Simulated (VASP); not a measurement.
Write the native input for VASP 6.6.1 that does the following.

- Task: single point
- Functional: PBE
- Potentials or basis: VASP PAW PBE potentials, release 64 (Cu)
- Cutoff: 520 eV
- k mesh: 12 × 12 × 12
- Occupations: fermi-dirac, width 0.1 eV
- Spin: no spin polarisation
- Dipole correction: no
- Further INCAR settings: ALGO = Normal; EDIFF = 1e-07; NBANDS = 18

The structure of Cu lies in POSCAR:

```
Cu
1.0
    0.0000000000      2.6018828663      2.6018828663
    2.6018828663      0.0000000000      2.6018828663
    2.6018828663      2.6018828663      0.0000000000
Cu
2
Direct
    0.1250000000      0.1250000000      0.1250000000
    0.8750000000      0.8750000000      0.8750000000
```

This cell differs from its parent crystal: volume scaled by 0.92.

These files were run (other wordings do the same):

INCAR

```
PREC = Accurate
ENCUT = 520
EDIFF = 1E-7
ISMEAR = -1
SIGMA = 0.1
LREAL = F
LASPH = T
NELM = 80
ALGO = Normal
ISIF = 2
LWAVE = F
LCHARG = F
GGA = PE
NBANDS = 18
```

KPOINTS

```
regular mesh
0
Gamma
  12 12 12
```

Potentials or basis: VASP PAW PBE potentials, release 64 (Cu).

The run is started by

```console
$ cat potpaw_PBE.64/Cu/POTCAR > POTCAR
$ mpirun -np 1 vasp_std > vasp.out
```

It gave:

```
Pressure               : 6.0 GPa
Band gap on the k mesh : zero (band 11 reaches 4.14 eV, above the bottom of band 12 at 3.11 eV)
```

It took 81 s on 1 thread of Intel Xeon 8259CL, on a shared host, peak memory 0.17 GiB.
